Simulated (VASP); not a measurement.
Crystal: Ni.

```
Ni
1.0
     0.00000    1.77200    1.77200
     1.77200    0.00000    1.77200
     1.77200    1.77200    0.00000
Ni
1
Cartesian
  0.0000 0.0000 0.0000
```

Base run:

```yaml
Program: VASP 6.6.1
Functional: PBEsol
Potentials_or_basis: VASP PAW PBE potentials, release 64 (Ni)
Cutoff: 520 eV
k_mesh: 15 × 15 × 15
Occupations: fermi-dirac, width 0.1 eV
Spin: collinear spin, ferromagnetic start
Starting_moments: "[0.48] μB"
Fixed_moment: 0.48 μB
```

Its results: pressure -13.4 GPa; site moments Ni +0.49 μB.

Problem. The run is repeated on the same cell with these changes: fixed moment from 0.48 μB to 1.92 μB; moments at the start from [0.48] to [1.92]. What comes out?

Solution. Pressure 9.2 GPa; site moments Ni +1.80 μB.

Caveats: the PAW data sets were made with another functional, which shifts forces and pressure a little; the total moment is fixed, so each spin has its own Fermi level.
